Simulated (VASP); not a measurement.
# ZnS (F-43m) in VASP: further runs

ZnS is run at these levels: PBEsol; tasks: single point, relaxation of cell and atoms.

Everything below comes from runs of VASP 6.6.1. Logs are shortened: lines on timing, memory, paths and dates and some standing lists are left out, and cuts for length are marked.

## 1. The cell of the first run

The structure is cubic, space group F-43m (No. 216). Conventional cell: a = 5.334 Å, b = 5.334 Å, c = 5.334 Å, α = 90.00°, β = 90.00°, γ = 90.00°. Within 3.1 Å of Zn (site symmetry -43m) lie 4 S at 2.31 Å. S (site symmetry -43m) has 4 Zn at 2.31 Å within 3.1 Å.

## 2. Single point, PBEsol

The input, INCAR:

```
PREC = Accurate
ENCUT = 520
EDIFF = 1E-6
ISMEAR = 0
SIGMA = 0.01
LREAL = False
LASPH = True
NELM = 60
ALGO = Normal
ISIF = 2
LWAVE = False
LCHARG = False
GGA = PS
NBANDS = 16
```

The input, KPOINTS:

```
regular mesh
0
Gamma
  8 8 8
```

The input, POSCAR:

```
ZnS
1.0
    0.0000000000      2.6671900989      2.6671900989
    2.6671900989      0.0000000000      2.6671900989
    2.6671900989      2.6671900989      0.0000000000
Zn S
1 1
Direct
    0.7500000000      0.7500000000      0.7500000000
    0.0000000000      0.0000000000      0.0000000000
```

Potentials or basis: VASP PAW PBE potentials, release 64 (Zn, S).

Started as:

```sh
$ cat potpaw_PBE.64/Zn/POTCAR potpaw_PBE.64/S/POTCAR > POTCAR
$ mpirun -np 1 vasp_std > vasp.out
```

OUTCAR:

```text
PREC = Accurate
   ENCUT = 520
   EDIFF = 1E-6
   ISMEAR = 0
   LREAL = False
   LASPH = True
   NELM = 60
   ISIF = 2
   GGA = PS

 ion  position               nearest neighbor table
   1  0.750  0.750  0.750-   2 2.31   2 2.31   2 2.31   2 2.31
   2  0.000  0.000  0.000-   1 2.31   1 2.31   1 2.31   1 2.31

  LATTYP: Found a face centered cubic cell.
 ALAT       =     5.3343801978

  Lattice vectors:

 A1 = (   0.0000000000,   2.6671900989,   2.6671900989)
 A2 = (   2.6671900989,   0.0000000000,   2.6671900989)
 A3 = (   2.6671900989,   2.6671900989,   0.0000000000)

Analysis of symmetry for initial positions (statically):
=====================================================================
 Subroutine PRICEL returns:
 Original cell was already a primitive cell.

 Routine SETGRP: Setting up the symmetry group for a
 face centered cubic supercell.

 Subroutine GETGRP returns: Found 24 space group operations
 (whereof 24 operations were pure point group operations)
 out of a pool of 48 trial point group operations.

The static configuration has the point symmetry T_d .

Analysis of symmetry for dynamics (positions and initial velocities):
=====================================================================
 Subroutine PRICEL returns:
 Original cell was already a primitive cell.

 Routine SETGRP: Setting up the symmetry group for a
 face centered cubic supercell.

 Subroutine GETGRP returns: Found 24 space group operations
 (whereof 24 operations were pure point group operations)
 out of a pool of 48 trial point group operations.

The dynamic configuration has the point symmetry T_d .

 Subroutine INISYM returns: Found 24 space group operations
 (whereof 24 operations are pure point group operations),
 and found     1 'primitive' translations

----------------------------------------------------------------------------------------

                                     Primitive cell

  volume of cell :      37.9483

  direct lattice vectors                    reciprocal lattice vectors
     0.000000000  2.667190099  2.667190099    -0.187463203  0.187463203  0.187463203
     2.667190099  0.000000000  2.667190099     0.187463203 -0.187463203  0.187463203
     2.667190099  2.667190099  0.000000000     0.187463203  0.187463203 -0.187463203

  length of vectors
     3.771976411  3.771976411  3.771976411     0.324695793  0.324695793  0.324695793

  position of ions in fractional coordinates (direct lattice)
     0.750000000  0.750000000  0.750000000
     0.000000000  0.000000000  0.000000000

  ion indices of the primitive-cell ions
   primitive index   ion index
                 1           1
                 2           2

----------------------------------------------------------------------------------------

 KPOINTS: regular mesh

Automatic generation of k-mesh.
 Grid dimensions read from file:
 generate k-points for:    8    8    8

 Generating k-lattice:

  Cartesian coordinates                     Fractional coordinates (reciprocal lattice)
    -0.023432900  0.023432900  0.023432900     0.125000000  0.000000000  0.000000000
     0.023432900 -0.023432900  0.023432900     0.000000000  0.125000000  0.000000000
     0.023432900  0.023432900 -0.023432900     0.000000000  0.000000000  0.125000000

  Length of vectors
     0.040586974  0.040586974  0.040586974

  Shift w.r.t. Gamma in fractional coordinates (k-lattice)
     0.000000000  0.000000000  0.000000000

 Subroutine IBZKPT returns following result:
 ===========================================

 Found     29 irreducible k-points:

 Following reciprocal coordinates:
            Coordinates               Weight
  0.000000  0.000000  0.000000      1.000000
  0.125000  0.000000  0.000000      8.000000
  0.250000  0.000000  0.000000      8.000000
  0.375000  0.000000  0.000000      8.000000
  0.500000  0.000000  0.000000      4.000000
  0.125000  0.125000  0.000000      6.000000
[... 16 lines left out ...]
  0.500000  0.250000  0.125000     48.000000
 -0.375000  0.250000  0.125000     24.000000
 [... further k-points ...]
   k-points           NKPTS =     29   k-points in BZ     NKDIM =     29   number of bands    NBANDS=     16
   number of dos      NEDOS =    301   number of ions     NIONS =      2
   total plane-waves  NPLWV =  21952
   dimension x,y,z NGX =    28 NGY =   28 NGZ =   28
   dimension x,y,z NGXF=    56 NGYF=   56 NGZF=   56
   ions per type =               1   1
   NGX,Y,Z   is equivalent  to a cutoff of  12.34, 12.34, 12.34 a.u.
   NGXF,Y,Z  is equivalent  to a cutoff of  24.68, 24.68, 24.68 a.u.
 SYSTEM =  unknown system
   PREC   = accura    normal or accurate (medium, high low for compatibility)
   ISTART =      0    job   : 0-new  1-cont  2-samecut
   ICHARG =      2    charge: 1-file 2-atom 10-const
   ISPIN  =      1    spin polarized calculation?
   LNONCOLLINEAR =      F non collinear calculations
   LSORBIT =      F    spin-orbit coupling
[... 107 lines left out ...]
  band No.  band energies     occupation
      1     -10.0311      2.00000
      2      -4.0286      2.00000
      3      -4.0286      2.00000
      4      -3.5729      2.00000
      5      -3.5729      2.00000
      6      -3.4032      2.00000
[... 8 lines left out ...]
     15      15.8750      0.00000
     16      15.8750      0.00000

 k-point     6 :       0.1250    0.1250    0.0000
  band No.  band energies     occupation
      1     -10.8819      2.00000
      2      -4.1802      2.00000
      3      -4.1107      2.00000
      4      -4.1107      2.00000
      5      -3.6256      2.00000
      6      -3.5942      2.00000
[... 8 lines left out ...]
     15      14.3719      0.00000
     16      15.5922      0.00000

 k-point     7 :       0.2500    0.1250    0.0000
  band No.  band energies     occupation
      1     -10.6166      2.00000
      2      -4.1802      2.00000
      3      -4.0587      2.00000
      4      -4.0579      2.00000
      5      -3.6349      2.00000
      6      -3.5829      2.00000
[... 8 lines left out ...]
     15      14.3349      0.00000
     16      16.0291      0.00000

 k-point     8 :       0.3750    0.1250    0.0000
  band No.  band energies     occupation
      1     -10.2446      2.00000
      2      -4.0919      2.00000
      3      -4.0108      2.00000
      4      -3.9708      2.00000
      5      -3.6072      2.00000
      6      -3.5697      2.00000
[... 8 lines left out ...]
     15      15.1324      0.00000
     16      15.4098      0.00000

 k-point     9 :       0.5000    0.1250    0.0000
  band No.  band energies     occupation
      1      -9.9876      2.00000
      2      -4.0348      2.00000
      3      -3.9942      2.00000
      4      -3.6936      2.00000
      5      -3.5696      2.00000
      6      -3.4499      2.00000
[... 8 lines left out ...]
     15      15.8948      0.00000
     16      15.9212      0.00000
[... 172 lines left out ...]
 k-point    19 :       0.5000    0.3750    0.0000
  band No.  band energies     occupation
      1      -9.7452      2.00000
      2      -4.1832      2.00000
      3      -3.8148      2.00000
      4      -3.7953      2.00000
      5      -3.5369      2.00000
      6      -3.4048      2.00000
[... 8 lines left out ...]
     15      16.1783      0.00000
     16      17.3630      0.00000

 k-point    20 :      -0.3750    0.3750    0.0000
  band No.  band energies     occupation
      1      -9.7130      2.00000
      2      -4.0903      2.00000
      3      -3.8448      2.00000
      4      -3.7251      2.00000
      5      -3.5679      2.00000
      6      -3.2251      2.00000
[... 8 lines left out ...]
     15      14.8888      0.00000
     16      18.3774      0.00000

 k-point    21 :       0.5000    0.5000    0.0000
  band No.  band energies     occupation
      1      -9.6870      2.00000
      2      -4.2315      2.00000
      3      -3.7774      2.00000
      4      -3.7774      2.00000
      5      -3.5222      2.00000
      6      -3.3776      2.00000
[... 8 lines left out ...]
     15      16.1731      0.00000
     16      17.0162      0.00000

 k-point    22 :       0.3750    0.2500    0.1250
  band No.  band energies     occupation
      1     -10.3288      2.00000
      2      -4.1524      2.00000
      3      -4.0116      2.00000
      4      -3.9843      2.00000
      5      -3.6339      2.00000
      6      -3.5643      2.00000
[... 8 lines left out ...]
     15      15.2295      0.00000
     16      17.5613      0.00000

 k-point    23 :       0.5000    0.2500    0.1250
  band No.  band energies     occupation
      1     -10.0081      2.00000
      2      -4.0463      2.00000
      3      -3.9804      2.00000
      4      -3.8438      2.00000
      5      -3.5895      2.00000
      6      -3.5327      2.00000
[... 8 lines left out ...]
     15      16.2511      0.00000
     16      16.8101      0.00000

 k-point    24 :      -0.3750    0.2500    0.1250
  band No.  band energies     occupation
      1      -9.8633      2.00000
      2      -4.0228      2.00000
      3      -3.9551      2.00000
      4      -3.6789      2.00000
      5      -3.5943      2.00000
      6      -3.3161      2.00000
[... 8 lines left out ...]
     15      15.8818      0.00000
     16      16.7792      0.00000

 [... further k-points ...]
[... 5 lines left out ...]
  --------------------------------------------------------------------------------------
  -------------------------------------------------------------------------------------
  Total        0.2864467      0.2864467      0.2864467     -0.0000000     -0.0000000     -0.0000000
  in kB       12.0937935     12.0937935     12.0937935     -0.0000000     -0.0000000     -0.0000000
  external PRESSURE =      12.0937935 kB  Pullay stress =       0.0000000 kB

 VOLUME and BASIS-vectors are now :
 -----------------------------------------------------------------------------
  energy-cutoff  :      520.00
  volume of cell :       37.95
      direct lattice vectors                 reciprocal lattice vectors
     0.000000000  2.667190099  2.667190099    -0.187463203  0.187463203  0.187463203
     2.667190099  0.000000000  2.667190099     0.187463203 -0.187463203  0.187463203
     2.667190099  2.667190099  0.000000000     0.187463203  0.187463203 -0.187463203

 POSITION                                       TOTAL-FORCE (eV/Angst)
 -----------------------------------------------------------------------------------
      4.00079      4.00079      4.00079         0.000000      0.000000      0.000000
      0.00000      0.00000      0.00000        -0.000000     -0.000000     -0.000000
 -----------------------------------------------------------------------------------
    total drift:                                0.000002      0.000002      0.000002

  FREE ENERGIE OF THE ION-ELECTRON SYSTEM (eV)
  ---------------------------------------------------
  free  energy   TOTEN  =        -7.5864279346 eV

  energy  without entropy=       -7.5864279346  energy(sigma->0) =       -7.58642793
```

Run time: 30 s. Hardware: 1 thread of Intel Xeon 8259CL, shared host; peak memory 0.16 GiB.

What came out:

```yaml
Free_energy: -7.5864 eV
Pressure: 1.2 GPa
Band_gap_on_the_k_mesh: 2.15 eV, direct
```

Levels at points of the mesh, in eV from the valence-band top:
```
           k point  band 6  band 7  band 8  band 9  band 10  band 11  band 12  band 13
(0.00, 0.00, 0.00)   -5.99    0.00    0.00    0.00     2.15     6.28     6.28     6.28
(0.50, 0.00, 0.00)   -5.79   -5.62   -0.93   -0.93     3.27     6.81     6.81     8.84
(0.50, 0.50, 0.00)   -5.76   -4.76   -2.40   -2.40     3.15     3.96    11.11    12.15
```

Caveat: the PAW data sets were made with another functional, which shifts forces and pressure a little.

## 3. Relaxation of cell and atoms, PBEsol, target pressure 1 GPa, at which the enthalpy is minimised

This run uses another cell than the first one, of 19.20 Å³/atom, 1.012 times its volume.

The input, INCAR:

```
PREC = Accurate
ENCUT = 600
EDIFF = 1E-6
ISMEAR = 0
SIGMA = 0.01
LREAL = F
LASPH = T
NELM = 100
ALGO = Normal
ISIF = 3
LWAVE = F
LCHARG = F
GGA = PS
IBRION = 2
NSW = 100
EDIFFG = -0.002
PSTRESS = 10.0
```

The input, KPOINTS:

```
Automatic mesh
0
Gamma
  8 8 8
```

The input, POSCAR:

```
ZnS
1.0
    0.0000000000      2.6777713895      2.6777713895
    2.6777713895      0.0000000000      2.6777713895
    2.6777713895      2.6777713895      0.0000000000
Zn S
1 1
Direct
    0.7500000000      0.7500000000      0.7500000000
    0.0000000000      0.0000000000      0.0000000000
```

Potentials or basis: VASP PAW PBE potentials, release 64 (Zn, S).

Started as:

```sh
$ cat potpaw_PBE.64/Zn/POTCAR potpaw_PBE.64/S/POTCAR > POTCAR
$ mpirun -np 1 vasp_std > vasp.out
```

It took 86 s on 1 thread of Intel Xeon 8259CL, shared host; peak memory 0.18 GiB.

The run converged. Its results:

```
Free energy                                            : -7.5874 eV
Relaxed volume                                         : 19.03 Å³/atom
Relaxed cell                                           : a = 3.775 Å, b = 3.775 Å, c = 3.775 Å, α = 60.00°, β = 60.00°, γ = 60.00°
Space group after relaxing (to 0.05 Å)                 : F-43m (No. 216)
Energy change on relaxing (the enthalpy is what falls) : +0.7 meV/atom
Ionic steps                                            : 5
Pressure after relaxing                                : 1.0 GPa
Band gap on the k mesh                                 : 2.14 eV, direct
```

The path:
| step | energy change (eV) | largest force (eV/Å) | pressure (GPa) | volume (Å³) |
| --- | --- | --- | --- | --- |
| 1 | 0.0000 | 0.0000 | 0.28 | 38.40 |
| 2 | 0.0022 | 0.0000 | 1.29 | 37.92 |
| 3 | 0.0014 | 0.0000 | 1.03 | 38.04 |
| 4 | 0.0013 | 0.0000 | 0.97 | 38.06 |
| 5 | 0.0013 | 0.0000 | 1.00 | 38.05 |

Final structure:
```yaml
crystal:
  lattice:
    - [0.00000, 2.66960, 2.66960]
    - [2.66960, 0.00000, 2.66960]
    - [2.66960, 2.66960, 0.00000]
  atoms:
    - { symbol: Zn, position: [0.75000, 0.75000, 0.75000] }
    - { symbol: S, position: [0.00000, 0.00000, 0.00000] }
```

Levels at points of the mesh, in eV from the valence-band top:
| k point | band 6 | band 7 | band 8 | band 9 | band 10 | band 11 | band 12 | band 13 |
| --- | --- | --- | --- | --- | --- | --- | --- | --- |
| (0.00, 0.00, 0.00) | -5.98 | 0.00 | 0.00 | 0.00 | 2.14 | 6.28 | 6.28 | 6.28 |
| (0.50, 0.00, 0.00) | -5.78 | -5.60 | -0.93 | -0.93 | 3.26 | 6.81 | 6.81 | 8.83 |
| (0.50, 0.50, 0.00) | -5.75 | -4.75 | -2.38 | -2.38 | 3.15 | 3.96 | 11.09 | 12.13 |

Caveat: the cell is relaxed towards a set pressure, so the enthalpy falls and the energy may rise; the PAW data sets were made with another functional, which shifts forces and pressure a little.

## 4. Relaxation of cell and atoms, PBEsol, target pressure 2 GPa, at which the enthalpy is minimised

This run uses another cell than the first one, of 19.20 Å³/atom, 1.012 times its volume.

Changes to INCAR since step 3:

```diff
@@ -7,3 +7,3 @@
 LASPH = T
-NELM = 100
+NELM = 80
 ALGO = Normal
@@ -16,2 +16,2 @@
 EDIFFG = -0.002
-PSTRESS = 10.0
+PSTRESS = 20.0
```

The input, KPOINTS:

```
regular mesh
0
Gamma
  8 8 8
```

POSCAR is that of step 3.

Started as:

```sh
$ cat potpaw_PBE.64/Zn/POTCAR potpaw_PBE.64/S/POTCAR > POTCAR
$ mpirun -np 1 vasp_std > vasp.out
```

Run time: 1.9 min. Hardware: 1 thread of Intel Xeon 8259CL, shared host; peak memory 0.18 GiB.

Results (log left out):

```yaml
Free_energy: -7.5834 eV
Relaxed_volume: 18.81 Å³/atom
Relaxed_cell: a = 3.761 Å, b = 3.761 Å, c = 3.761 Å, α = 60.00°, β = 60.00°, γ = 60.00°
Space_group_after_relaxing_to_0.05_Å: F-43m (No. 216)
Energy_change_on_relaxing_the_enthalpy_is_what_falls: +2.7 meV/atom
Ionic_steps: 6
Pressure_after_relaxing: 2.0 GPa
Band_gap_on_the_k_mesh: 2.19 eV, direct
```

Step by step:
```tsv
step	energy change (eV)	largest force (eV/Å)	pressure (GPa)	volume (Å³)
1	0.0000	0.0000	0.28	38.40
2	0.0105	0.0000	2.84	37.27
3	0.0056	0.0000	1.97	37.60
4	0.0058	0.0000	2.09	37.58
5	0.0051	0.0000	1.95	37.64
6	0.0053	0.0000	2.01	37.62
```

Final structure:
```yaml
crystal:
  lattice:
    - [0.00000, 2.65943, 2.65943]
    - [2.65943, 0.00000, 2.65943]
    - [2.65943, 2.65943, 0.00000]
  atoms:
    - { symbol: Zn, position: [0.75000, 0.75000, 0.75000] }
    - { symbol: S, position: [0.00000, 0.00000, 0.00000] }
```

Levels at points of the mesh, in eV from the valence-band top:
| k point | band 7 | band 8 | band 9 | band 10 | band 11 | band 12 |
| --- | --- | --- | --- | --- | --- | --- |
| (0.00, 0.00, 0.00) | 0.00 | 0.00 | 0.00 | 2.19 | 6.27 | 6.27 |
| (0.50, 0.00, 0.00) | -5.67 | -0.95 | -0.95 | 3.28 | 6.80 | 6.80 |
| (0.50, 0.50, 0.00) | -4.80 | -2.43 | -2.43 | 3.13 | 3.95 | 11.18 |

Caveat: the cell is relaxed towards a set pressure, so the enthalpy falls and the energy may rise; the PAW data sets were made with another functional, which shifts forces and pressure a little. Expect the measured gap to be larger: semilocal functionals such as PBEsol lack the derivative discontinuity.

## 5. Relaxation of cell and atoms, PBEsol, target pressure 4 GPa, at which the enthalpy is minimised

This run uses another cell than the first one, of 19.20 Å³/atom, 1.012 times its volume.

The input, INCAR:

```
SYSTEM = ZnS
PREC = Accurate
ENCUT = 600
EDIFF = 1E-6
ISMEAR = 0
SIGMA = 0.01
LREAL = .False.
LASPH = .True.
NELM = 60
ALGO = Normal
ISIF = 3
LWAVE = .False.
LCHARG = .False.
GGA = PS
IBRION = 2
NSW = 100
EDIFFG = -0.002
PSTRESS = 40.0
```

The input, KPOINTS:

```
regular mesh
0
Gamma
  8 8 8
  0 0 0
```

POSCAR is that of step 4.

Started as:

```sh
$ cat potpaw_PBE.64/Zn/POTCAR potpaw_PBE.64/S/POTCAR > POTCAR
$ mpirun -np 1 vasp_std > vasp.out
```

Run time: 2.8 min. Hardware: 1 thread of Intel Xeon 8259CL, shared host; peak memory 0.18 GiB.

The run converged. Its results:

- Free energy: -7.5683 eV
- Relaxed volume: 18.40 Å³/atom
- Relaxed cell: a = 3.733 Å, b = 3.733 Å, c = 3.733 Å, α = 60.00°, β = 60.00°, γ = 60.00°
- Space group after relaxing (to 0.05 Å): F-43m (No. 216)
- Energy change on relaxing (the enthalpy is what falls): +10.2 meV/atom
- Ionic steps: 15
- Pressure after relaxing: 4.0 GPa
- Band gap on the k mesh: 2.28 eV, direct

The path:
```tsv
step	energy change (eV)	largest force (eV/Å)	pressure (GPa)	volume (Å³)
1	0.0000	0.0000	0.28	38.40
2	0.0466	0.0000	6.39	35.98
3	0.0207	0.0000	4.03	36.79
4	0.0199	0.0000	3.90	36.82
5	0.0200	0.0000	3.96	36.82
6	0.0200	0.0000	3.96	36.82
7	0.0200	0.0000	3.95	36.82
8	0.0200	0.0000	3.94	36.81
9	0.0200	0.0000	3.95	36.81
10	0.0201	0.0000	3.96	36.81
11	0.0201	0.0000	3.98	36.81
12	0.0202	0.0000	3.97	36.81
13	0.0205	0.0000	4.03	36.80
14	0.0203	0.0000	3.97	36.80
15	0.0204	0.0000	4.01	36.80
```

Final structure:
```cif
data_structure
_symmetry_space_group_name_H-M 'P 1'
_symmetry_Int_Tables_number 1
_cell_length_a 3.7335
_cell_length_b 3.7335
_cell_length_c 3.7335
_cell_angle_alpha 60.000
_cell_angle_beta 60.000
_cell_angle_gamma 60.000
_cell_volume 36.80
loop_
_atom_site_label
_atom_site_type_symbol
_atom_site_fract_x
_atom_site_fract_y
_atom_site_fract_z
_atom_site_occupancy
Zn1 Zn 0.75000 0.75000 0.75000 1
S1 S 0.00000 0.00000 0.00000 1
```

Levels at points of the mesh, in eV from the valence-band top:
| k point | band 7 | band 8 | band 9 | band 10 | band 11 | band 12 |
| --- | --- | --- | --- | --- | --- | --- |
| (0.00, 0.00, 0.00) | 0.00 | 0.00 | 0.00 | 2.28 | 6.25 | 6.25 |
| (0.50, 0.00, 0.00) | -5.79 | -0.98 | -0.98 | 3.32 | 6.78 | 6.78 |
| (0.50, 0.50, 0.00) | -4.89 | -2.52 | -2.52 | 3.07 | 3.94 | 11.35 |

Caveat: the cell is relaxed towards a set pressure, so the enthalpy falls and the energy may rise; the PAW data sets were made with another functional, which shifts forces and pressure a little.

## 6. Summary

| task | cell | cutoff (eV) | gap on the mesh (eV) | pressure (GPa) |
| --- | --- | --- | --- | --- |
| single point | a = 3.772 Å, angles 60.0°, 2 atoms | 520 | 2.15 | 1.2 |
| relaxation of cell and atoms | relaxed to 1 GPa from a = 3.787 Å, angles 60.0°, 2 atoms | 600 | 2.14 | 1.0 |
| relaxation of cell and atoms | relaxed to 2 GPa from a = 3.787 Å, angles 60.0°, 2 atoms | 600 | 2.19 | 2.0 |
| relaxation of cell and atoms | relaxed to 4 GPa from a = 3.787 Å, angles 60.0°, 2 atoms | 600 | 2.28 | 4.0 |

Alike in all rows: level PBEsol; potentials or basis VASP PAW PBE potentials, release 64 (Zn, S); no spin polarisation; k mesh 8 × 8 × 8; smearing gaussian 0.01 eV.

Caveats: the PAW data sets were made with another functional, which shifts forces and pressure a little; the cell is relaxed towards a set pressure, so the enthalpy falls and the energy may rise (some runs).

Absolute energies hang on the potentials; compare differences alone.
